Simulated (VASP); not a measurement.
# SnGe2 (I-4m2) in VASP: further runs

SnGe2 is run at these levels: PBE; tasks: single point, relaxation of cell and atoms.

Everything below comes from runs of VASP 6.6.1. Logs are shortened: lines on timing, memory, paths and dates and some standing lists are left out, and cuts for length are marked.

### Step 1. The cell of the first run

Symmetry: I-4m2, No. 119, tetragonal system. Conventional cell: a = 5.443 Å, b = 5.443 Å, c = 9.063 Å, α = 90.00°, β = 90.00°, γ = 90.00°. Within 3.7 Å of Sn (site symmetry 2mm) lie 9 Ge at 2.81 to 3.59 Å and 1 Sn at 3.17 Å. Within 3.7 Å of Ge (site symmetry -4m2) lie 8 Ge at 2.79 to 3.54 Å and 2 Sn at 2.95 Å. Within 3.7 Å of Ge (site symmetry 2mm) lie 4 Ge at 2.79 to 3.33 Å and 6 Sn at 2.89 to 3.59 Å. Within 3.7 Å of Ge (site symmetry -4m2) lie 4 Sn at 2.81 Å and 6 Ge at 2.87 to 3.54 Å.

### Step 2. Single point, PBE

Input file INCAR:

```
ALGO     = Normal         # electronic algorithm
EDIFF    = 1E-7           # SCF threshold, eV
ENCUT    = 520            # plane-wave cutoff, eV
GGA      = PE             # functional
ISIF     = 2              # what is computed and relaxed
ISMEAR   = 0              # smearing method
LASPH    = True           # aspherical terms in the spheres
LCHARG   = True           # write CHGCAR
LELF     = True           # ELF
LREAL    = False          # projectors in reciprocal space
LVHAR    = True         
LWAVE    = False          # write WAVECAR
NBANDS   = 51             # bands
NELM     = 60             # most SCF steps
PREC     = Accurate       # precision mode
SIGMA    = 0.1            # smearing width, eV
```

Input file KPOINTS:

```
k-points
0
Gamma
  10 10 10
```

Input file POSCAR:

```
SnGe2
1.0
   -2.7213019550      2.7213019550      4.5314795951
    2.7213019550     -2.7213019550      4.5314795951
    2.7213019550      2.7213019550     -4.5314795951
Sn Ge
2 4
Direct
    0.9246753067      0.4246753067      0.5000000000
    0.5753246933      0.0753246933      0.5000000000
    0.2500000000      0.7500000000      0.5000000000
    0.6834827303      0.6834827303      0.0000000000
    0.3165172697      0.3165172697      0.0000000000
    0.0000000000      0.0000000000      0.0000000000
```

Potentials or basis: VASP PAW PBE potentials, release 64 (Sn_d, Ge_d).

The run is started by

```
cat potpaw_PBE.64/Sn_d/POTCAR potpaw_PBE.64/Ge_d/POTCAR > POTCAR
mpirun -np 1 vasp_std > vasp.out
```

OUTCAR:

```text
EDIFF = 1E-7
   ENCUT = 520
   GGA = PE
   ISIF = 2
   ISMEAR = 0
   LASPH = True
   LREAL = False
   NELM = 60
   PREC = Accurate

 ion  position               nearest neighbor table
   1  0.925  0.425  0.500-   6 2.81   6 2.81   5 2.89   5 2.89   3 2.95   2 3.17
   2  0.575  0.075  0.500-   6 2.81   6 2.81   4 2.89   4 2.89   3 2.95   1 3.17
   3  0.250  0.750  0.500-   4 2.79   5 2.79   5 2.79   4 2.79   2 2.95   1 2.95
   4  0.683  0.683  0.000-   3 2.79   3 2.79   6 2.87   2 2.89   2 2.89
   5  0.317  0.317  0.000-   3 2.79   3 2.79   6 2.87   1 2.89   1 2.89
   6  0.000  0.000  0.000-   2 2.81   1 2.81   2 2.81   1 2.81   4 2.87   5 2.87

  LATTYP: Found a body centered tetragonal cell.
 ALAT       =     5.4426039100
 C/A-ratio  =     1.6651880865

  Lattice vectors:

 A1 = (  -2.7213019550,   2.7213019550,   4.5314795951)
 A2 = (   2.7213019550,  -2.7213019550,   4.5314795951)
 A3 = (   2.7213019550,   2.7213019550,  -4.5314795951)

Analysis of symmetry for initial positions (statically):
=====================================================================
 Subroutine PRICEL returns:
 Original cell was already a primitive cell.

 Routine SETGRP: Setting up the symmetry group for a
 body centered tetragonal supercell.

 Subroutine GETGRP returns: Found  8 space group operations
 (whereof  8 operations were pure point group operations)
 out of a pool of 16 trial point group operations.

The static configuration has the point symmetry D_2d.

Analysis of symmetry for dynamics (positions and initial velocities):
=====================================================================
 Subroutine PRICEL returns:
 Original cell was already a primitive cell.

 Routine SETGRP: Setting up the symmetry group for a
 body centered tetragonal supercell.

 Subroutine GETGRP returns: Found  8 space group operations
 (whereof  8 operations were pure point group operations)
 out of a pool of 16 trial point group operations.

The dynamic configuration has the point symmetry D_2d.

 Subroutine INISYM returns: Found  8 space group operations
 (whereof  8 operations are pure point group operations),
 and found     1 'primitive' translations

[... 95 lines left out ...]
   ICHARG =      2    charge: 1-file 2-atom 10-const
   ISPIN  =      1    spin polarized calculation?
   LNONCOLLINEAR =      F non collinear calculations
   LSORBIT =      F    spin-orbit coupling
   LASPH  =      T    aspherical Exc in radial PAW
   ENCUT  =  520.0 eV  38.22 Ry    6.18 a.u.  11.05 11.05 11.05*2*pi/ulx,y,z
   NELM   =     60;   NELMIN=  2; NELMDL= -5     # of ELM steps
   EDIFF  = 0.1E-06   stopping-criterion for ELM
   LREAL  =      F    real-space projection
   EDIFFG = 0.1E-05   stopping-criterion for IOM
   NSW    =      0    number of steps for IOM
   IBRION =     -1    ionic relax: 0-MD 1-quasi-New 2-CG
   NFREE  =      0    steps in history (QN), initial steepest desc. (CG)
   ISIF   =      2    stress and relaxation
   ISYM   =      2    0-nonsym 1-usesym 2-fastsym
   POTIM  = 0.5000    time-step for ionic-motion
   TEBEG  =    0.0;   TEEND  =   0.0 temperature during run
   PSTRESS=    0.0 pullay stress
   NELECT =      84.0000    total number of electrons
   NUPDOWN=      -1.0000    fix difference up-down
   EMIN   =  10.00;   EMAX   =-10.00  energy-range for DOS
   EFERMI =   0.00;   METHOD = LEGACY
   ISMEAR =     0;   SIGMA  =   0.10  broadening in eV -4-tet -1-fermi 0-gaus
   EFERMI_NEDOS =   21; number of points for ismear=-14 and -15
   IALGO  =     38    algorithm
   IMIX   =      4    mixing-type and parameters
     AMIX     =   0.40;   BMIX     =  1.00
     AMIX_MAG =   1.60;   BMIX_MAG =  1.00
  volume/ion in A,a.u.               =      22.37       150.97
  Fermi-wavevector in a.u.,A,eV,Ry     =   1.400286  2.646157 26.678318  1.960801
  Thomas-Fermi vector in A             =   2.523262
   LORBIT       =      0    0 simple, 1 ext, 2 COOP (PROOUT), +10 PAW based schemes
   GGA     = PE    functional components
   LHFCALC =     F    Hartree Fock is set to
   AEXX    =    0.0000 exact exchange contribution
   IVDW    =     0    specifies the selected vdW correction
   LEPSILON=     F    determine dielectric tensor
   LRPA    =     F    only Hartree local field effects (RPA)
 non-spin polarized calculation
 Gauss-broadening in eV      SIGMA  =   0.10
  energy-cutoff  :      520.00
  volume of cell :      134.23
 maximum number of plane-waves:      3644
 NGX is ok and might be reduce to    48
   NGX = 23   NGY = 23   NGZ = 23

 number of electron      84.0000002 magnetization

 Free energy of the ion-electron system (eV)
  ---------------------------------------------------
  ext. energy  EPLUGINS =         0.00000000
  ---------------------------------------------------
  free energy    TOTEN  =       -24.58098876 eV

  energy without entropy =      -24.56943351  energy(sigma->0) =      -24.57521113

 E-fermi :   6.7964     XC(G=0): -10.6847

 val. band max:        6.7930330218   @ k =   0.5000   0.5000   0.4000
 cond. band min:       6.8081319623   @ k =   0.5000   0.1000  -0.0000
 fundamental gap:      0.0150989405
 Fermi energy:         6.7964389887

 k-point     1 :       0.0000    0.0000    0.0000
  band No.  band energies     occupation
      1     -17.8624      2.00000
      2     -17.8430      2.00000
      3     -17.8197      2.00000
      4     -17.8062      2.00000
      5     -17.7989      2.00000
      6     -17.7989      2.00000
[... 1285 lines left out ...]
     50      11.1381      0.00000
     51      11.4711      0.00000

 [... further k-points ...]
[... 5 lines left out ...]
  --------------------------------------------------------------------------------------
  -------------------------------------------------------------------------------------
  Total       -0.0189789     -0.0189789     -0.0216317      0.0000000     -0.0000000      0.0000000
  in kB       -0.2265315     -0.2265315     -0.2581946      0.0000000     -0.0000000      0.0000000
  external PRESSURE =      -0.2370858 kB  Pullay stress =       0.0000000 kB

 VOLUME and BASIS-vectors are now :
 -----------------------------------------------------------------------------
  energy-cutoff  :      520.00
  volume of cell :      134.23
      direct lattice vectors                 reciprocal lattice vectors
    -2.721301955  2.721301955  4.531479595     0.000000000  0.183735583  0.110339237
     2.721301955 -2.721301955  4.531479595     0.183735583  0.000000000  0.110339237
     2.721301955  2.721301955 -4.531479595     0.183735583  0.183735583  0.000000000

 POSITION                                       TOTAL-FORCE (eV/Angst)
 -----------------------------------------------------------------------------------
     -0.00000      2.72130      3.84881        -0.000000     -0.000000      0.000989
      0.00000      2.72130      0.68266         0.000000      0.000000     -0.000989
      2.72130     -0.00000      2.26574        -0.000000     -0.000000     -0.000000
      0.00000      0.00000      6.19438         0.000000      0.000000     -0.001226
      0.00000      0.00000      2.86858         0.000000      0.000000      0.001226
      0.00000      0.00000      0.00000        -0.000000     -0.000000      0.000000
 -----------------------------------------------------------------------------------
    total drift:                                0.000000     -0.000000      0.000000

  FREE ENERGIE OF THE ION-ELECTRON SYSTEM (eV)
  ---------------------------------------------------
  free  energy   TOTEN  =       -24.5809887557 eV

  energy  without entropy=      -24.5694335124  energy(sigma->0) =      -24.57521113
```

stdout:

```text
POSCAR found type information on POSCAR SnGe
 POSCAR found :  2 types and       6 ions
 scaLAPACK will be used
 LDA part: xc-table for (Slater+PW92), standard interpolation
 POSCAR, INCAR and KPOINTS ok, starting setup
 FFT: planning ... GRIDC
 FFT: planning ... GRID_SOFT
 FFT: planning ... GRID
 WAVECAR not read
 entering main loop
```

It took 7.5 min on 1 thread of Intel Xeon 6975P-C (Granite Rapids), shared host; peak memory 0.68 GiB.

What came out:

```yaml
Free_energy: -24.5810 eV
Pressure: 0.0 GPa
Band_gap_on_the_k_mesh: zero (band 42 reaches 7.99 eV, above the bottom of band 43 at 4.73 eV)
```

Levels at points of the mesh, in eV from the Fermi level:
```tsv
k point	band 39	band 40	band 41	band 42	band 43	band 44	band 45	band 46
(0.00, 0.00, 0.00)	-3.40	-3.34	-3.34	-2.51	-1.94	-1.94	3.31	3.37
(0.50, 0.00, 0.00)	-2.54	-1.73	-1.25	0.09	0.25	1.58	2.07	2.41
(0.50, 0.50, 0.00)	-1.70	-1.43	0.50	0.87	1.49	1.86	2.33	3.05
(0.50, 0.50, 0.50)	-1.01	-1.01	-0.59	-0.56	-0.56	0.15	0.41	0.50
```

Caveat: spin-orbit coupling is left out, which moves the levels of the heavy elements.

### Step 3. Single point, PBE

This run uses another cell than the first one, of 22.21 Å³/atom, 0.993 times its volume.

Input file INCAR:

```
SYSTEM = SnGe2
PREC = Accurate ; ENCUT = 520
EDIFF = 1E-6 ; ISMEAR = 0
SIGMA = 0.1 ; LREAL = .False.
LASPH = .True. ; NELM = 60
ALGO = Normal ; ISIF = 2
LWAVE = .False. ; LCHARG = .False.
GGA = PE ; NBANDS = 51
```

Input file KPOINTS:

```
Automatic mesh
0
Gamma
  4 4 4
  0 0 0
```

Input file POSCAR:

```
SnGe2
1.0
   -2.7453890600      2.7453890600      4.4207823200
    2.7453890600     -2.7453890600      4.4207823200
    2.7453890600      2.7453890600     -4.4207823200
Sn Ge
2 4
Direct
    0.9166666700      0.4166666700      0.5000000000
    0.5833333300      0.0833333300      0.5000000000
    0.2500000000      0.7500000000      0.5000000000
    0.6666666700      0.6666666700      0.0000000000
    0.3333333300      0.3333333300      0.0000000000
    0.0000000000      0.0000000000      0.0000000000
```

Potentials or basis: VASP PAW PBE potentials, release 64 (Sn_d, Ge_d).

The run is started by

```
cat potpaw_PBE.64/Sn_d/POTCAR potpaw_PBE.64/Ge_d/POTCAR > POTCAR
mpirun -np 1 vasp_std > vasp.out
```

It took 65 s on 1 thread of Intel Xeon Platinum 8559C (Emerald Rapids), shared host; peak memory 0.33 GiB.

Results (log left out):

```yaml
Free_energy: -24.4530 eV
Pressure: 0.7 GPa
Largest_force: 0.492 eV/Å
Band_gap_on_the_k_mesh: zero (band 42 reaches 7.78 eV, above the bottom of band 43 at 4.72 eV)
```

Forces in eV/Å, atoms in the order of the input:
```
Sn   0.000  0.000  0.492
Sn   0.000  0.000 -0.492
Ge   0.000  0.000  0.000
Ge   0.000  0.000  0.259
Ge   0.000  0.000 -0.259
Ge   0.000  0.000  0.000
```

Stress tensor (GPa, compression positive):
```
-0.25  0.00  0.00
 0.00 -0.25  0.00
 0.00  0.00  2.45
```

Levels at points of the mesh, in eV from the Fermi level:
| k point | band 40 | band 41 | band 42 | band 43 | band 44 | band 45 |
| --- | --- | --- | --- | --- | --- | --- |
| (0.00, 0.00, 0.00) | -3.39 | -3.12 | -3.04 | -2.24 | -2.24 | 3.15 |
| (0.50, 0.00, 0.00) | -1.91 | -1.23 | 0.02 | 0.08 | 1.96 | 2.06 |
| (0.50, 0.50, 0.00) | -1.37 | 0.28 | 0.62 | 1.24 | 1.58 | 2.51 |
| (0.50, 0.50, 0.50) | -0.88 | -0.82 | -0.82 | -0.22 | -0.18 | 0.33 |

Caveat: the k points lie up to 0.40 Å⁻¹ apart; spin-orbit coupling is left out, which moves the levels of the heavy elements.

### Step 4. Single point, PBE

Input file INCAR:

```
ALGO = Normal
EDIFF = 1E-7
ENCUT = 520
GGA = PE
ISIF = 2
ISMEAR = 0
LASPH = True
LCHARG = False
LREAL = False
LWAVE = False
NBANDS = 51
NELM = 80
PREC = Accurate
SIGMA = 0.1
```

Input file KPOINTS:

```
k-points
0
Gamma
  4 4 4
```

Input file POSCAR:

```
SnGe2
1.0
   -2.7234997082      2.7234997082      4.5184229521
    2.7234997082     -2.7234997082      4.5184229521
    2.7234997082      2.7234997082     -4.5184229521
Sn Ge
2 4
Direct
    0.9250106309      0.4250106309      0.5000000000
    0.5749893691      0.0749893691      0.5000000000
    0.2500000000      0.7500000000      0.5000000000
    0.6875005721      0.6875005721      0.0000000000
    0.3124994279      0.3124994279      0.0000000000
    0.0000000000      0.0000000000      0.0000000000
```

Potentials or basis: VASP PAW PBE potentials, release 64 (Sn_d, Ge_d).

The run is started by

```
cat potpaw_PBE.64/Sn_d/POTCAR potpaw_PBE.64/Ge_d/POTCAR > POTCAR
mpirun -np 1 vasp_std > vasp.out
```

OUTCAR:

```text
EDIFF = 1E-7
   ENCUT = 520
   GGA = PE
   ISIF = 2
   ISMEAR = 0
   LASPH = True
   LREAL = False
   NELM = 80
   PREC = Accurate

 ion  position               nearest neighbor table
   1  0.925  0.425  0.500-   6 2.81   6 2.81   5 2.91   5 2.91   3 2.94   2 3.16
   2  0.575  0.075  0.500-   6 2.81   6 2.81   4 2.91   4 2.91   3 2.94   1 3.16
   3  0.250  0.750  0.500-   5 2.78   4 2.78   5 2.78   4 2.78   2 2.94   1 2.94
   4  0.688  0.688  0.000-   3 2.78   3 2.78   6 2.82   2 2.91   2 2.91
[... 898 lines left out ...]
  -------------------------------------------------------------------------------------
  Total       -0.0150773     -0.0150773      0.2948578      0.0000000      0.0000000      0.0000000
  in kB       -0.1801913     -0.1801913      3.5238846      0.0000000      0.0000000      0.0000000
  external PRESSURE =       1.0545007 kB  Pullay stress =       0.0000000 kB

 VOLUME and BASIS-vectors are now :
 -----------------------------------------------------------------------------
  energy-cutoff  :      520.00
  volume of cell :      134.06
      direct lattice vectors                 reciprocal lattice vectors
    -2.723499708  2.723499708  4.518422952     0.000000000  0.183587315  0.110658078
     2.723499708 -2.723499708  4.518422952     0.183587315  0.000000000  0.110658078
     2.723499708  2.723499708 -4.518422952     0.183587315  0.183587315  0.000000000

 POSITION                                       TOTAL-FORCE (eV/Angst)
 -----------------------------------------------------------------------------------
      0.00000      2.72350      3.84076         0.000000     -0.000000      0.039702
      0.00000      2.72350      0.67767         0.000000     -0.000000     -0.039702
      2.72350      0.00000      2.25921         0.000000     -0.000000      0.000000
      0.00000      0.00000      6.21284        -0.000000      0.000000     -0.021539
      0.00000      0.00000      2.82401        -0.000000      0.000000      0.021539
      0.00000      0.00000      0.00000         0.000000     -0.000000      0.000000
 -----------------------------------------------------------------------------------
    total drift:                                0.000000     -0.000000     -0.000000

  FREE ENERGIE OF THE ION-ELECTRON SYSTEM (eV)
  ---------------------------------------------------
  free  energy   TOTEN  =       -24.5440912811 eV

  energy  without entropy=      -24.5272031513  energy(sigma->0) =      -24.53564722
```

Run time: 68 s. Hardware: 1 thread of Intel Xeon Platinum 8559C (Emerald Rapids), shared host; peak memory 0.34 GiB.

Results:

```
Free energy            : -24.5441 eV
Pressure               : 0.1 GPa
Largest force          : 0.040 eV/Å
Band gap on the k mesh : zero (band 42 reaches 7.72 eV, above the bottom of band 43 at 4.87 eV)
```

Forces in eV/Å, atoms in the order of the input:
```
Sn   0.000  0.000  0.040
Sn   0.000  0.000 -0.040
Ge   0.000  0.000  0.000
Ge   0.000  0.000 -0.022
Ge   0.000  0.000  0.022
Ge   0.000  0.000  0.000
```

Caveat: the k points lie up to 0.41 Å⁻¹ apart; spin-orbit coupling is left out, which moves the levels of the heavy elements.

[end of part 1 of 2]
